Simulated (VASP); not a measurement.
Runs of VASP 6.6.1 on Ga2SeS2. The structure is that of space group P6/mmm (No. 191), or close to it. The cells are those of the table. 

```csv
task,cell,k mesh,cutoff (eV),gap on the mesh (eV),pressure (GPa),relaxed volume (Å³/atom),largest force (eV/Å)
relaxation of cell and atoms,"relaxed from a = 4.101, b = 4.101, c = 8.915 Å, angles 90.0, 90.0, 120.0°, 5 atoms",6 × 6 × 2,600,none,0.0,(b),0.03
relaxation of cell and atoms,"relaxed from a = 4.547, b = 4.547, c = 7.311 Å, angles 90.0, 90.0, 120.0°, 5 atoms",6 × 6 × 4,600,none,0.1,26.42,0.01
single point,"a = 4.101, b = 4.101, c = 8.915 Å, angles 90.0, 90.0, 120.0°, 5 atoms",6 × 6 × 2,520,none,(a),-,11.67
single point,"a = 4.547, b = 4.547, c = 7.311 Å, angles 90.0, 90.0, 120.0°, 5 atoms",6 × 6 × 2,520,none,0.2,-,0.01
single point,"a = 4.444, b = 4.444, c = 7.737 Å, angles 90.0, 90.0, 120.0°, 5 atoms",6 × 6 × 4,520,none,0.0,-,0.01
single point,"a = 4.489, b = 4.489, c = 7.549 Å, angles 90.0, 90.0, 120.0°, 5 atoms",12 × 12 × 6,520,none,0.0,-,-
```

Alike in all rows: level PBE; potentials or basis VASP PAW PBE potentials, release 64 (Ga_d, Se, S); no spin polarisation; smearing gaussian 0.1 eV.

Problem. Estimate the missing entries.

Solution. (a) 16.8; (b) 26.29.

Caveats: some runs use coarse meshes; forces of over 1 eV/Å act on the atoms, so gaps and moduli don't describe the material at rest (some runs).

A k mesh can miss the band edges, and the runs leave out spin-orbit coupling on Ga, Se.

A gap of «none» marks levels without a gap at the run's occupations.
